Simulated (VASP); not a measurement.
A run of VASP 6.6.1 is set up as follows.

File INCAR:

```
SYSTEM = SnS2
  ALGO = Normal
  EDIFF = 1E-6
  ENCUT = 500
  GGA = PE
  GGA_COMPAT = .FALSE.
  ISIF = 2
  ISMEAR = 0
  LASPH = .TRUE.
  LCHARG = .FALSE.
  LORBIT = 11
  LORBMOM = .TRUE.
  LREAL = .FALSE.
  LSORBIT = .TRUE.
  LWAVE = .FALSE.
  MAGMOM = 0 0 0 0 0 0 0 0 0
  NBANDS = 39
  NELM = 200
  PREC = Accurate
  SIGMA = 0.033
```

Contents of KPOINTS:

```
k-points
0
G
  6 6 3
  0 0 0
```

POSCAR

```
SnS2
1.0
    3.7032930136      0.0000000029      0.0000000000
   -1.8516465093      3.2071458260      0.0000000000
    0.0000000000      0.0000000000      6.9622567045
Sn S
1 2
Direct
    0.0000000000      0.0000000000      0.0000000000
    0.3333333333      0.6666666667      0.2121804906
    0.6666666667      0.3333333333      0.7878195094
```

Potentials or basis: VASP PAW PBE potentials, release 64 (Sn_d, S).

Launch:

```sh
$ cat potpaw_PBE.64/Sn_d/POTCAR potpaw_PBE.64/S/POTCAR > POTCAR
$ mpirun -np 1 vasp_ncl > vasp.out
```

Question: Estimate the largest force.

Answer: 0.006 eV/Å.

Question: What does it give for the pressure?

Answer: -0.1 GPa.

Moments on the atoms (μB; x, y, z):
```
Sn  0.00 0.00 0.00
S   0.00 0.00 0.00
S   0.00 0.00 0.00
```

Caveat: this functional lacks dispersion, which binds layers or chains, so the pressure and a relaxed spacing across them are unreliable.
